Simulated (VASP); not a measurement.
MoN2, 6 atoms in the cell. Symmetry: P4/mbm, No. 127, tetragonal system. Conventional cell: a = 4.288 Å, b = 4.288 Å, c = 2.729 Å, α = 90.00°, β = 90.00°, γ = 90.00°. Within 2.9 Å of Mo (site symmetry 4/m) lie 8 N at 2.20 Å and 2 Mo at 2.73 Å. Within 1.8 Å of N (site symmetry m2m) lie 1 N at 1.37 Å. 

| Property | Result |
| --- | --- |
| Program | VASP 6.6.1 |
| Task | single point |
| Functional | PBEsol |
| Potentials or basis | VASP PAW PBE potentials, release 64 (Mo_sv, N) |
| Cutoff | 520 eV |
| k mesh | 6 × 6 × 8 |
| Occupations | gaussian, width 0.1 eV |
| Spin | no spin polarisation |
| Dipole correction | no |
| Further INCAR settings | ALGO = Normal; EDIFF = 1e-06; NBANDS = 33 |

Potentials or basis: VASP PAW PBE potentials, release 64 (Mo_sv, N).

Launch:

```bash
$ cat potpaw_PBE.64/Mo_sv/POTCAR potpaw_PBE.64/N/POTCAR > POTCAR
$ mpirun -np 1 vasp_std > vasp.out
```

Hardware: 1 thread of Intel(R) Xeon(R) Platinum 8488C (Sapphire Rapids), on a shared host.

Task: Estimate the wall time of this run.

Result: Wall time 47 s on 1 thread of Intel(R) Xeon(R) Platinum 8488C (Sapphire Rapids) (shared host), peak memory 0.19 GiB. Counts: scf iterations 14, k points 50.
